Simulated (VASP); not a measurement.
Set up this calculation in VASP 6.6.1, as the native input.

| Quantity | Value |
| --- | --- |
| Task | single point |
| Functional | PBE |
| Potentials or basis | VASP PAW PBE potentials, release 64 (H, Os) |
| Cutoff | 520 eV |
| k mesh | 12 × 12 × 10 |
| Occupations | gaussian, width 0.1 eV |
| Spin | no spin polarisation |
| Dipole correction | no |
| Further INCAR settings | ALGO = Normal; EDIFF = 1e-06; NBANDS = 21 |

The structure of H3Os lies in POSCAR:

```
H3Os
1.0
    3.7499760254      0.0000000000      0.0000000000
   -1.8749880127      3.2475745016      0.0000000000
    0.0000000000      0.0000000000      3.8396013540
H Os
6 2
Direct
    0.8405581613      0.6811163226      0.2500000000
    0.1594418387      0.8405581613      0.7500000000
    0.3188836774      0.1594418387      0.2500000000
    0.1594418387      0.3188836774      0.7500000000
    0.8405581613      0.1594418387      0.2500000000
    0.6811163226      0.8405581613      0.7500000000
    0.3333333333      0.6666666667      0.2500000000
    0.6666666667      0.3333333333      0.7500000000
```

One way to write it, as run:

INCAR

```
PREC = Accurate ; ENCUT = 520
EDIFF = 1E-6 ; ISMEAR = 0
SIGMA = 0.1 ; LREAL = False
LASPH = True ; NELM = 100
ALGO = Normal ; ISIF = 2
LWAVE = False ; LCHARG = False
GGA = PE ; NBANDS = 21
```

KPOINTS

```
Automatic mesh
0
Gamma
  12 12 10
```

Potentials or basis: VASP PAW PBE potentials, release 64 (H, Os).

Command:

```sh
$ cat potpaw_PBE.64/H/POTCAR potpaw_PBE.64/Os/POTCAR > POTCAR
$ mpirun -np 1 vasp_std > vasp.out
```

Results of the run:

The pressure is 0.6 GPa and the largest force is 0.006 eV/Å. The band gap on the k mesh is zero (band 11 reaches 7.39 eV, above the bottom of band 12 at 5.09 eV).

Caveat: spin-orbit coupling is left out, which moves the levels of the heavy elements.

Wall time 85 s on 1 thread of Intel(R) Xeon(R) Platinum 8259CL CPU @ 2.50GHz (Skylake/Cascade Lake), on a shared host, peak memory 0.23 GiB.
